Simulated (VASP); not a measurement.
# Al3Cu2 in VASP: notebook

Al3Cu2 is run at these levels: PBEsol; tasks: single point, relaxation of shape and atoms at fixed volume, relaxation of cell and atoms.

Everything below comes from runs of VASP 6.6.1. Logs are shortened: lines on timing, memory, paths and dates and some standing lists are left out, and cuts for length are marked.

### Step 1. The cell of the first run

The typed cell holds 5 atoms: a = 4.099 Å, b = 4.099 Å, c = 4.984 Å, α = 90.86°, β = 88.28°, γ = 120.00°.

### Step 2. Single point, PBEsol (shear of c along a, cell held: +3.0 %, then relaxed in part)

INCAR

```
ALGO = Fast ; EDIFF = 1E-6
ENCUT = 520 ; GGA = PS
ISIF = 2 ; ISMEAR = 0
LASPH = T ; LCHARG = T
LELF = T ; LREAL = F
LVHAR = T ; LWAVE = F
NBANDS = 24 ; NELM = 80
PREC = Accurate ; SIGMA = 0.1
```

KPOINTS

```
k-points
0
Gamma
  12 12 8
```

POSCAR

```
Al3Cu2
1.0
    4.0985856014      0.0000000000      0.0000000000
   -2.0492928007      3.5494792504      0.0000000000
    0.1494630253      0.0000000000      4.9821008425
Al Cu
3 2
Direct
    0.0000000000      0.0000000000      0.0000000000
    0.3331335309      0.6666316947      0.3515332542
    0.6668664691      0.3333683053      0.6484667458
    0.3322140050      0.6667175929      0.8423952082
    0.6677859950      0.3332824071      0.1576047918
```

Potentials or basis: VASP PAW PBE potentials, release 64 (Al, Cu).

Started as:

```sh
$ cat potpaw_PBE.64/Al/POTCAR potpaw_PBE.64/Cu/POTCAR > POTCAR
$ mpirun -np 1 vasp_std > vasp.out
```

OUTCAR:

```text
EDIFF = 1E-6
   ENCUT = 520
   GGA = PS
   ISIF = 2
   ISMEAR = 0
   LASPH = T
   LREAL = F
   NELM = 80
   PREC = Accurate

 ion  position               nearest neighbor table
   1  0.000  0.000  0.000-   4 2.47   5 2.47   4 2.49   5 2.49   5 2.52   4 2.52   2 2.91   3 2.91
                             3 2.94   2 2.94   2 2.98   3 2.98
   2  0.333  0.667  0.352-   4 2.45   5 2.54   4 2.54   5 2.56   5 2.57   3 2.76   3 2.79   3 2.82
                             1 2.91   1 2.94   1 2.98
   3  0.667  0.333  0.648-   5 2.45   4 2.54   5 2.54   4 2.56   4 2.57   2 2.76   2 2.79   2 2.82
                             1 2.91   1 2.94   1 2.98
   4  0.332  0.667  0.842-   2 2.45   1 2.47   1 2.49   1 2.52   3 2.54   2 2.54   3 2.56   3 2.57

   5  0.668  0.333  0.158-   3 2.45   1 2.47   1 2.49   1 2.52   2 2.54   3 2.54   2 2.56   2 2.57

  LATTYP: Found a base centered monoclinic cell.
 ALAT       =     4.0985856014
 B/A-ratio  =     1.7320508076
 C/A-ratio  =     1.2161127687
 COS(beta)  =    -0.0299865091

  Lattice vectors:

 A1 = (  -2.0492928007,   3.5494792504,   0.0000000000)
 A2 = (  -2.0492928007,  -3.5494792504,   0.0000000000)
 A3 = (   0.1494630253,   0.0000000000,   4.9821008425)

Analysis of symmetry for initial positions (statically):
=====================================================================
 Subroutine PRICEL returns:
 Original cell was already a primitive cell.

 Routine SETGRP: Setting up the symmetry group for a
 base centered monoclinic supercell.

 Subroutine GETGRP returns: Found  2 space group operations
 (whereof  2 operations were pure point group operations)
 out of a pool of  4 trial point group operations.

The static configuration has the point symmetry S_2 .

Analysis of symmetry for dynamics (positions and initial velocities):
=====================================================================
 Subroutine PRICEL returns:
 Original cell was already a primitive cell.

 Routine SETGRP: Setting up the symmetry group for a
 base centered monoclinic supercell.

 Subroutine GETGRP returns: Found  2 space group operations
 (whereof  2 operations were pure point group operations)
 out of a pool of  4 trial point group operations.

The dynamic configuration has the point symmetry S_2 .

 Subroutine INISYM returns: Found  2 space group operations
 (whereof  2 operations are pure point group operations),
 and found     1 'primitive' translations

----------------------------------------------------------------------------------------

                                     Primitive cell

  volume of cell :      72.4788

  direct lattice vectors                    reciprocal lattice vectors
     4.098585601  0.000000000  0.000000000     0.243986608  0.140865734 -0.007319598
    -2.049292801  3.549479250  0.000000000     0.000000000  0.281731468  0.000000000
     0.149463025  0.000000000  4.982100843     0.000000000  0.000000000  0.200718539

  length of vectors
     4.098585601  4.098585601  4.984342284     0.281826536  0.281731468  0.200718539

  position of ions in fractional coordinates (direct lattice)
     0.000000000  0.000000000  0.000000000
     0.333133531  0.666631695  0.351533254
     0.666866469  0.333368305  0.648466746
     0.332214005  0.666717593  0.842395208
     0.667785995  0.333282407  0.157604792

  ion indices of the primitive-cell ions
   primitive index   ion index
                 1           1
                 2           2
                 3           3
                 4           4
                 5           5

----------------------------------------------------------------------------------------

 KPOINTS: k-points

Automatic generation of k-mesh.
 Grid dimensions read from file:
 generate k-points for:   12   12    8

 Generating k-lattice:

  Cartesian coordinates                     Fractional coordinates (reciprocal lattice)
     0.020332217  0.011738811 -0.000609967     0.083333333  0.000000000 -0.000000000
     0.000000000  0.023477622  0.000000000     0.000000000  0.083333333  0.000000000
     0.000000000  0.000000000  0.025089817     0.000000000  0.000000000  0.125000000

  Length of vectors
     0.023485545  0.023477622  0.025089817

  Shift w.r.t. Gamma in fractional coordinates (k-lattice)
     0.000000000  0.000000000  0.000000000

 Subroutine IBZKPT returns following result:
 ===========================================

 Found    580 irreducible k-points:

 Following reciprocal coordinates:
            Coordinates               Weight
  0.000000  0.000000  0.000000      1.000000
  0.083333  0.000000  0.000000      2.000000
 -0.083333  0.083333 -0.000000      2.000000
  0.166667  0.000000  0.000000      2.000000
 -0.166667  0.166667  0.000000      2.000000
  0.250000  0.000000 -0.000000      2.000000
[... 16 lines left out ...]
  0.416667  0.083333  0.000000      2.000000
 -0.416667  0.500000  0.000000      2.000000
 [... further k-points ...]
   k-points           NKPTS =    580   k-points in BZ     NKDIM =    580   number of bands    NBANDS=     24
   number of dos      NEDOS =    301   number of ions     NIONS =      5
   total plane-waves  NPLWV =  36000
   dimension x,y,z NGX =    30 NGY =   30 NGZ =   40
   dimension x,y,z NGXF=    60 NGYF=   60 NGZF=   80
   ions per type =               3   2
   NGX,Y,Z   is equivalent  to a cutoff of  12.17, 12.17, 13.34 a.u.
   NGXF,Y,Z  is equivalent  to a cutoff of  24.34, 24.34, 26.68 a.u.
 SYSTEM =  unknown system
   PREC   = accura    normal or accurate (medium, high low for compatibility)
   ISTART =      0    job   : 0-new  1-cont  2-samecut
   ICHARG =      2    charge: 1-file 2-atom 10-const
   ISPIN  =      1    spin polarized calculation?
   LNONCOLLINEAR =      F non collinear calculations
   LSORBIT =      F    spin-orbit coupling
   LASPH  =      T    aspherical Exc in radial PAW
   ENCUT  =  520.0 eV  38.22 Ry    6.18 a.u.   7.62  7.62  9.27*2*pi/ulx,y,z
   NELM   =     80;   NELMIN=  2; NELMDL= -5     # of ELM steps
   EDIFF  = 0.1E-05   stopping-criterion for ELM
   LREAL  =      F    real-space projection
   EDIFFG = 0.1E-04   stopping-criterion for IOM
   NSW    =      0    number of steps for IOM
   IBRION =     -1    ionic relax: 0-MD 1-quasi-New 2-CG
   NFREE  =      0    steps in history (QN), initial steepest desc. (CG)
   ISIF   =      2    stress and relaxation
   ISYM   =      2    0-nonsym 1-usesym 2-fastsym
   POTIM  = 0.5000    time-step for ionic-motion
   TEBEG  =    0.0;   TEEND  =   0.0 temperature during run
   PSTRESS=    0.0 pullay stress
   NELECT =      31.0000    total number of electrons
   NUPDOWN=      -1.0000    fix difference up-down
   EMIN   =  10.00;   EMAX   =-10.00  energy-range for DOS
   EFERMI =   0.00;   METHOD = LEGACY
   ISMEAR =     0;   SIGMA  =   0.10  broadening in eV -4-tet -1-fermi 0-gaus
   EFERMI_NEDOS =   21; number of points for ismear=-14 and -15
   IALGO  =     68    algorithm
   IMIX   =      4    mixing-type and parameters
     AMIX     =   0.40;   BMIX     =  1.00
     AMIX_MAG =   1.60;   BMIX_MAG =  1.00
  volume/ion in A,a.u.               =      14.50        97.82
  Fermi-wavevector in a.u.,A,eV,Ry     =   1.233460  2.330901 20.700218  1.521423
  Thomas-Fermi vector in A             =   2.368189
   LORBIT       =      0    0 simple, 1 ext, 2 COOP (PROOUT), +10 PAW based schemes
   GGA     = PS    functional components
   LHFCALC =     F    Hartree Fock is set to
   AEXX    =    0.0000 exact exchange contribution
   IVDW    =     0    specifies the selected vdW correction
   LEPSILON=     F    determine dielectric tensor
   LRPA    =     F    only Hartree local field effects (RPA)
 non-spin polarized calculation
 RMM-DIIS sequential band-by-band and
 Gauss-broadening in eV      SIGMA  =   0.10
  energy-cutoff  :      520.00
  volume of cell :       72.48
 maximum number of plane-waves:      1973
   NGX = 15   NGY = 15   NGZ = 19

 number of electron      30.9999980 magnetization

 Free energy of the ion-electron system (eV)
  ---------------------------------------------------
  ext. energy  EPLUGINS =         0.00000000
  ---------------------------------------------------
  free energy    TOTEN  =       -21.70948546 eV

  energy without entropy =      -21.70287895  energy(sigma->0) =      -21.70618221

 E-fermi :   8.2921     XC(G=0): -11.0669

 val. band max:        8.2915079334   @ k =  -0.0833   0.4167   0.2500
 cond. band min:       8.2930078771   @ k =   0.2500   0.0833  -0.2500
 fundamental gap:      0.0014999438
 Fermi energy:         8.2920865137

 k-point     1 :       0.0000    0.0000    0.0000
  band No.  band energies     occupation
      1      -2.9636      2.00000
      2       1.8770      2.00000
      3       2.3963      2.00000
      4       2.9333      2.00000
      5       2.9411      2.00000
      6       3.2904      2.00000
[... 16 lines left out ...]
     23      14.0345      0.00000
     24      14.3120      0.00000

 k-point     2 :       0.0833    0.0000    0.0000
  band No.  band energies     occupation
      1      -2.8812      2.00000
      2       1.9170      2.00000
      3       2.3929      2.00000
      4       2.9577      2.00000
      5       2.9586      2.00000
      6       3.2738      2.00000
[... 16 lines left out ...]
     23      13.7272      0.00000
     24      13.9907      0.00000

 k-point     3 :      -0.0833    0.0833   -0.0000
  band No.  band energies     occupation
      1      -2.8811      2.00000
      2       1.9172      2.00000
      3       2.3889      2.00000
      4       2.9559      2.00000
      5       2.9660      2.00000
      6       3.2782      2.00000
[... 16 lines left out ...]
     23      13.7270      0.00000
     24      14.0968      0.00000

 k-point     4 :       0.1667    0.0000    0.0000
  band No.  band energies     occupation
      1      -2.6350      2.00000
      2       2.0194      2.00000
      3       2.3628      2.00000
      4       2.9948      2.00000
      5       3.0315      2.00000
      6       3.2288      2.00000
[... 16 lines left out ...]
     23      13.5641      0.00000
     24      13.8185      0.00000

 k-point     5 :      -0.1667    0.1667    0.0000
  band No.  band energies     occupation
      1      -2.6346      2.00000
      2       2.0210      2.00000
      3       2.3487      2.00000
      4       3.0085      2.00000
      5       3.0401      2.00000
      6       3.2317      2.00000
[... 16 lines left out ...]
     23      13.5830      0.00000
     24      13.9153      0.00000

 k-point     6 :       0.2500    0.0000   -0.0000
  band No.  band energies     occupation
      1      -2.2289      2.00000
      2       2.1245      2.00000
      3       2.2124      2.00000
      4       2.9627      2.00000
      5       3.1408      2.00000
      6       3.2275      2.00000
[... 16 lines left out ...]
     23      13.5834      0.00000
     24      14.0143      0.00000
[... 379 lines left out ...]
 k-point    21 :       0.3333    0.0833    0.0000
  band No.  band energies     occupation
      1      -1.2820      2.00000
      2       1.3203      2.00000
      3       2.1429      2.00000
      4       2.9777      2.00000
      5       3.2461      2.00000
      6       3.3186      2.00000
[... 16 lines left out ...]
     23      14.5313      0.00000
     24      16.7008      0.00000

 k-point    22 :      -0.3333    0.4167   -0.0000
  band No.  band energies     occupation
      1      -1.2807      2.00000
      2       1.3033      2.00000
      3       2.2155      2.00000
      4       2.9284      2.00000
      5       3.2669      2.00000
      6       3.3282      2.00000
[... 16 lines left out ...]
     23      14.4068      0.00000
     24      16.7458      0.00000

 k-point    23 :       0.4167    0.0833    0.0000
  band No.  band energies     occupation
      1      -0.5601      2.00000
      2       0.4731      2.00000
      3       2.1169      2.00000
      4       3.0616      2.00000
      5       3.2784      2.00000
      6       3.3109      2.00000
[... 16 lines left out ...]
     23      15.5550      0.00000
     24      17.1495      0.00000

 k-point    24 :      -0.4167    0.5000    0.0000
  band No.  band energies     occupation
      1      -0.5602      2.00000
      2       0.4711      2.00000
      3       2.1907      2.00000
      4       2.9916      2.00000
      5       3.2981      2.00000
      6       3.3201      2.00000
[... 16 lines left out ...]
     23      15.5880      0.00000
     24      17.2292      0.00000

 [... further k-points ...]

------------------------ aborting loop because EDIFF is reached ----------------------------------------

  FORCE on cell =-STRESS in cart. coord.  units (eV):
  Direction    XX          YY          ZZ          XY          YZ          ZX
  --------------------------------------------------------------------------------------
  -------------------------------------------------------------------------------------
  Total        0.4143220      0.3428053      0.4429458     -0.2803395      0.0721945     -0.6533838
  in kB        9.1587745      7.5778674      9.7915185     -6.1970313      1.5958911    -14.4433439
  external PRESSURE =       8.8427201 kB  Pullay stress =       0.0000000 kB

 VOLUME and BASIS-vectors are now :
 -----------------------------------------------------------------------------
  energy-cutoff  :      520.00
  volume of cell :       72.48
      direct lattice vectors                 reciprocal lattice vectors
     4.098585601  0.000000000  0.000000000     0.243986608  0.140865734 -0.007319598
    -2.049292801  3.549479250  0.000000000     0.000000000  0.281731468  0.000000000
     0.149463025  0.000000000  4.982100843     0.000000000  0.000000000  0.200718539

 POSITION                                       TOTAL-FORCE (eV/Angst)
 -----------------------------------------------------------------------------------
      0.00000      0.00000      0.00000         0.000000      0.000000      0.000000
      0.05179      2.36620      1.75137        -0.004394      0.000068      0.005536
      2.14696      1.18328      3.23073         0.004394     -0.000068     -0.005536
      0.12121      2.36650      4.19690        -0.004602      0.000840      0.000905
      2.07754      1.18298      0.78520         0.004602     -0.000840     -0.000905
 -----------------------------------------------------------------------------------
    total drift:                               -0.000000     -0.000000      0.000000

  FREE ENERGIE OF THE ION-ELECTRON SYSTEM (eV)
  ---------------------------------------------------
  free  energy   TOTEN  =       -21.7094854594 eV

  energy  without entropy=      -21.7028789508  energy(sigma->0) =      -21.70618221
```

Wall time 45 min (1 thread of Intel Xeon 8259CL, shared host); peak memory 0.86 GiB.

Results:

- Free energy: -21.7095 eV
- Pressure: 0.9 GPa
- Largest force: 0.007 eV/Å
- Band gap on the k mesh: zero (an odd number of electrons rules out a gap without spin polarisation)

Forces on the atoms (eV/Å):
```
Al   0.000  0.000  0.000
Al  -0.004  0.000  0.006
Al   0.004  0.000 -0.006
Cu  -0.005  0.001  0.001
Cu   0.005 -0.001 -0.001
```

Caveat: the cell differs from its parent crystal (shear of c along a, cell held: +3.0 %, then relaxed in part); the PAW data sets were made with another functional, which shifts forces and pressure a little.

### Step 3. Relaxation of shape and atoms at fixed volume, PBEsol (14.06 Å³/atom)

This run uses another cell than the first one, of 14.06 Å³/atom.

INCAR

```
SYSTEM = Al3Cu2
PREC     = Accurate       ! precision mode
ENCUT    = 600            ! plane-wave cutoff, eV
EDIFF    = 1E-7           ! SCF threshold, eV
ISMEAR   = 0              ! smearing method
SIGMA    = 0.1            ! smearing width, eV
LREAL    = .False.        ! projectors in reciprocal space
LASPH    = .True.         ! aspherical terms in the spheres
NELM     = 60             ! most SCF steps
ALGO     = Fast           ! electronic algorithm
ISIF     = 4              ! what is computed and relaxed
LWAVE    = .False.        ! write WAVECAR
LCHARG   = .False.        ! write CHGCAR
GGA      = PS             ! functional
IBRION   = 2              ! ionic algorithm
NSW      = 50             ! ionic steps
EDIFFG   = -0.01          ! ionic threshold
```

KPOINTS

```
Automatic mesh
0
Gamma
  12 12 8
  0 0 0
```

POSCAR

```
Al3Cu2
1.0
    4.0571829101      0.0000000000      0.0000000000
   -2.0285914550      3.5136234679      0.0000000000
    0.0000000000      0.0000000000      4.9317731653
Al Cu
3 2
Direct
    0.0000000000      0.0000000000      0.0000000000
    0.3333333333      0.6666666667      0.3515059881
    0.6666666667      0.3333333333      0.6484940119
    0.3333333333      0.6666666667      0.8422899936
    0.6666666667      0.3333333333      0.1577100064
```

Potentials or basis: VASP PAW PBE potentials, release 64 (Al, Cu).

Started as:

```sh
$ cat potpaw_PBE.64/Al/POTCAR potpaw_PBE.64/Cu/POTCAR > POTCAR
$ mpirun -np 1 vasp_std > vasp.out
```

It took 4 min on 1 thread of AMD EPYC 9R45 (Zen 5), shared host; peak memory 0.32 GiB.

Results (log left out):

```
Free energy                  : -21.6907 eV
Energy gained by relaxing    : 0.0 meV/atom
Ionic steps                  : 2
Pressure after relaxing      : 4.0 GPa
Largest force after relaxing : 0.010 eV/Å
Band gap on the k mesh       : zero (an odd number of electrons rules out a gap without spin polarisation)
```

Forces in eV/Å, atoms in the order of the input:
```
Al   0.000  0.000  0.000
Al   0.000  0.000  0.010
Al   0.000  0.000 -0.010
Cu   0.000  0.000  0.006
Cu   0.000  0.000 -0.006
```

Final structure:
```
Al Cu
1.0
     4.05609    0.00000    0.00000
    -2.02805    3.51268    0.00000
     0.00000    0.00000    4.93442
Al Cu
3 2
Cartesian
  0.0000 0.0000 0.0000
  0.0000 2.3418 1.7355
  2.0280 1.1709 3.1989
  0.0000 2.3418 4.1566
  2.0280 1.1709 0.7779
```

Levels at points of the mesh, in eV from the Fermi level:
| k point | band 12 | band 13 | band 14 | band 15 | band 16 | band 17 | band 18 | band 19 |
| --- | --- | --- | --- | --- | --- | --- | --- | --- |
| (0.00, 0.00, 0.00) | -3.76 | -3.73 | -0.23 | -0.23 | 1.35 | 1.35 | 2.66 | 2.99 |
| (0.50, 0.00, 0.00) | -4.20 | -3.15 | -3.07 | -2.64 | -0.74 | 0.01 | 0.35 | 3.08 |
| (0.00, 0.00, 0.50) | -4.29 | 1.20 | 1.20 | 1.30 | 1.30 | 1.78 | 2.49 | 2.55 |
| (0.50, 0.00, 0.50) | -4.32 | -4.24 | -3.60 | -1.83 | -0.19 | 0.75 | 1.02 | 5.20 |

Caveat: the PAW data sets were made with another functional, which shifts forces and pressure a little.

(Continued in part 2 of 2.)

The gap in the log of VASP goes by the Fermi energy; the results here count the filled bands.